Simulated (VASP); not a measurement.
Wanted: the native input for a VASP 6.6.1 run.

- Task: single point
- Functional: PBEsol
- Potentials or basis: VASP PAW PBE potentials, release 64 (Zn, Cu_sv_GW)
- Cutoff: 820 eV
- k mesh: 9 × 9 × 9
- Occupations: fermi-dirac, width 0.05 eV
- Spin: no spin polarisation
- Dipole correction: no
- Further INCAR settings: ALGO = Normal; EDIFF = 1e-06; NBANDS = 22

The structure of ZnCu lies in POSCAR:

```
ZnCu
1.0
    3.0027597620      0.0000000000      0.0000000000
    0.0000000000      3.0027597620      0.0000000000
    0.0000000000      0.0000000000      3.0027597620
Zn Cu
1 1
Direct
    0.5000000000      0.5000000000      0.5000000000
    0.0000000000      0.0000000000      0.0000000000
```

One way to write it, as run:

INCAR

```
SYSTEM = ZnCu
PREC     = Accurate       ! precision mode
ENCUT    = 820            ! plane-wave cutoff, eV
EDIFF    = 1E-6           ! SCF threshold, eV
ISMEAR   = -1             ! smearing method
SIGMA    = 0.05           ! smearing width, eV
LREAL    = .False.        ! projectors in reciprocal space
LASPH    = .True.         ! aspherical terms in the spheres
NELM     = 120            ! most SCF steps
ALGO     = Normal         ! electronic algorithm
ISIF     = 2              ! what is computed and relaxed
LWAVE    = .False.        ! write WAVECAR
LCHARG   = .False.        ! write CHGCAR
GGA      = PS             ! functional
NBANDS   = 22             ! bands
GGA_COMPAT= .False.
```

KPOINTS

```
Automatic mesh
0
Gamma
  9 9 9
  0 0 0
```

Potentials or basis: VASP PAW PBE potentials, release 64 (Zn, Cu_sv_GW).

Run with:

```console
$ cat potpaw_PBE.64/Zn/POTCAR potpaw_PBE.64/Cu_sv_GW/POTCAR > POTCAR
$ mpirun -np 1 vasp_std > vasp.out
```

Results of the run:

- Pressure: -11.0 GPa
- Band gap on the k mesh: zero (an odd number of electrons rules out a gap without spin polarisation)

Caveat: the cell stands under tension; the PAW data sets were made with another functional, which shifts forces and pressure a little.

Run time: 21 s on 1 thread of Intel(R) Xeon(R) 6975P-C (Granite Rapids) (shared host), peak memory 0.2 GiB.
